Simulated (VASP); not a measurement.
Write the native input for VASP 6.6.1 that does the following.

| Quantity | Value |
| --- | --- |
| Task | single point |
| Functional | r2SCAN |
| Potentials or basis | VASP PAW PBE potentials, release 64 (Sr_sv) |
| Cutoff | 520 eV |
| k mesh | 8 × 8 × 8 |
| Occupations | fermi-dirac, width 0.05 eV |
| Spin | no spin polarisation |
| Dipole correction | no |
| Further INCAR settings | ALGO = Normal; EDIFF = 1e-06; NBANDS = 11 |

Sr:

```xyz
1
Lattice="0.0000 3.1020 3.1020 3.1020 0.0000 3.1020 3.1020 3.1020 0.0000" Properties=species:S:1:pos:R:3 pbc="T T T"
Sr    0.0000    0.0000    0.0000
```

One way to write it, as run:

POSCAR

```
Sr
1.0
    0.0000000000      3.1020190703      3.1020190703
    3.1020190703      0.0000000000      3.1020190703
    3.1020190703      3.1020190703      0.0000000000
Sr
1
Direct
    0.0000000000      0.0000000000      0.0000000000
```

INCAR.step1

```
SYSTEM = Sr
PREC     = Accurate       ! precision mode
ENCUT    = 520            ! plane-wave cutoff, eV
ISMEAR   = -1             ! smearing method
SIGMA    = 0.05           ! smearing width, eV
LREAL    = .FALSE.        ! projectors in reciprocal space
LASPH    = .TRUE.         ! aspherical terms in the spheres
NELM     = 100            ! most SCF steps
NBANDS   = 11             ! bands
GGA      = PE             ! functional
ALGO     = Normal         ! electronic algorithm
EDIFF    = 1E-4           ! SCF threshold, eV
LWAVE    = .TRUE.         ! write WAVECAR
LCHARG   = .FALSE.        ! write CHGCAR
```

INCAR.step2

```
SYSTEM = Sr
PREC     = Accurate       ! precision mode
ENCUT    = 520            ! plane-wave cutoff, eV
EDIFF    = 1E-6           ! SCF threshold, eV
ISMEAR   = -1             ! smearing method
SIGMA    = 0.05           ! smearing width, eV
LREAL    = .FALSE.        ! projectors in reciprocal space
LASPH    = .TRUE.         ! aspherical terms in the spheres
NELM     = 100            ! most SCF steps
ALGO     = Normal         ! electronic algorithm
ISIF     = 2              ! what is computed and relaxed
LWAVE    = .FALSE.        ! write WAVECAR
LCHARG   = .FALSE.        ! write CHGCAR
METAGGA  = R2SCAN         ! meta-GGA
LMIXTAU  = .TRUE.       
NBANDS   = 11             ! bands
ISTART   = 1
```

KPOINTS

```
regular mesh
0
G
  8 8 8
  0 0 0
```

Potentials or basis: VASP PAW PBE potentials, release 64 (Sr_sv).

The run is started by

```bash
$ cat potpaw_PBE.64/Sr_sv/POTCAR > POTCAR
$ cp INCAR.step1 INCAR
$ mpirun -np 1 vasp_std > vasp.out
$ cp INCAR.step2 INCAR
$ mpirun -np 1 vasp_std > vasp.out
```

It gave:

```yaml
Pressure: -0.6 GPa
Band_gap_on_the_k_mesh: zero (band 5 reaches 1.48 eV, above the bottom of band 6 at 1.20 eV)
```

Caveat: the PAW data sets were made with another functional, which shifts forces and pressure a little.

Run time: 73 s on 1 thread of Intel(R) Xeon(R) Platinum 8259CL CPU @ 2.50GHz (Skylake/Cascade Lake), with other jobs on the host, peak memory 0.21 GiB.
